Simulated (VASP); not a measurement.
PbO, 4 atoms in the cell. It takes space group P4/nmm (No. 129, tetragonal). Conventional cell: a = 4.034 Å, b = 4.034 Å, c = 4.995 Å, α = 90.00°, β = 90.00°, γ = 90.00°. Within 3.1 Å of Pb (site symmetry 4mm) lie 4 O at 2.34 Å. O (site symmetry -4m2) has 4 Pb at 2.34 Å and 4 O at 2.85 Å within 3.1 Å. 

| Quantity | Value |
| --- | --- |
| Program | VASP 6.6.1 |
| Task | single point |
| Functional | PBE |
| Dispersion | D3(BJ) |
| Potentials or basis | VASP PAW PBE potentials, release 64 (Pb_d, O) |
| Cutoff | 600 eV |
| k mesh | 8 × 8 × 6 |
| Occupations | gaussian, width 0.02 eV |
| Spin | no spin polarisation |
| Dipole correction | no |
| Further INCAR settings | ALGO = Normal; EDIFF = 1e-06; NBANDS = 28 |

Potentials or basis: VASP PAW PBE potentials, release 64 (Pb_d, O).

Command:

```sh
$ cat potpaw_PBE.64/Pb_d/POTCAR potpaw_PBE.64/O/POTCAR > POTCAR
$ mpirun -np 1 vasp_std > vasp.out
```

Hardware: 1 thread of Oxide Virtual Turin-like Processor, with other jobs on the host.

Q: Estimate the wall time of this run.

A: Run time: 110 s on 1 thread of Oxide Virtual Turin-like Processor, on a shared host, peak memory 0.26 GiB. Counts: scf iterations 14, k points 60.
